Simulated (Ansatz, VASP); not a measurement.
Two plane-wave programs on Ca

The input POSCAR:

```
Ca
1.0
   -2.2400000000      2.1728000000      2.2400000000
    2.2400000000     -2.1728000000      2.2400000000
    2.2400000000      2.1728000000     -2.2400000000
Ca
1
Direct
    0.0000000000      0.0000000000      0.0000000000
```

File INCAR.step1:

```
SYSTEM = Ca
PREC = Accurate
ENCUT = 550
ISMEAR = 0
SIGMA = 0.15
LREAL = .False.
LASPH = .True.
NELM = 120
NBANDS = 11
GGA = PE
ALGO = Normal
EDIFF = 1E-5
LWAVE = .True.
LCHARG = .False.
GGA_COMPAT = .False.
```

INCAR.step2

```
SYSTEM = Ca
PREC = Accurate
ENCUT = 550
EDIFF = 1E-6
ISMEAR = 0
SIGMA = 0.15
LREAL = .False.
LASPH = .True.
NELM = 120
ALGO = Normal
ISIF = 2
LWAVE = .False.
LCHARG = .False.
METAGGA = R2SCAN
LMIXTAU = .True.
NBANDS = 11
ISTART = 1
GGA_COMPAT = .False.
```

File KPOINTS:

```
regular mesh
0
Gamma
  16 16 16
  0 0 0
```

Input for Ansatz:

```yaml
crystal:
  lattice:
    - [-2.24, 2.1728, 2.24]
    - [2.24, -2.1728, 2.24]
    - [2.24, 2.1728, -2.24]
  atoms:
    - { symbol: Ca, position: [0.0, 0.0, 0.0] }
basis:
  ecutwfc: 500
kpoints:
  mp_grid: { grid: [16, 16, 16] }
hamiltonian:
  xc: r2scan
scf:
  occupations: { method: gaussian, width: 0.15 }
output:
  forces: true
  stress: true
  eigenvalues: true
```

Change from the starting cell: strain -0.0300 x Voigt [0, 1, 0, 0, 0, 0], atoms carried along.

Alike in both runs: task single point; functional r2SCAN; k mesh 16 × 16 × 16; occupations gaussian, width 0.15 eV; no spin polarisation.

```csv
,VASP,Ansatz
version,VASP 6.6.1,Ansatz 0.2.0
potentials or method,"VASP PAW PBE potentials, release 64 (Ca_sv), cutoff 550 eV","scalar-relativistic, plane waves, PAW"
valence electrons in the cell,10,10
```

```csv
,VASP,Ansatz,Ansatz less VASP
gap on the k mesh at the Fermi level (eV),none,none,-
pressure (GPa),-0.1,-0.1,-0.06
```

VASP's potentials were made for PBE, not for r2SCAN. A gap of «none» marks a metal or a gap that the smearing closes.
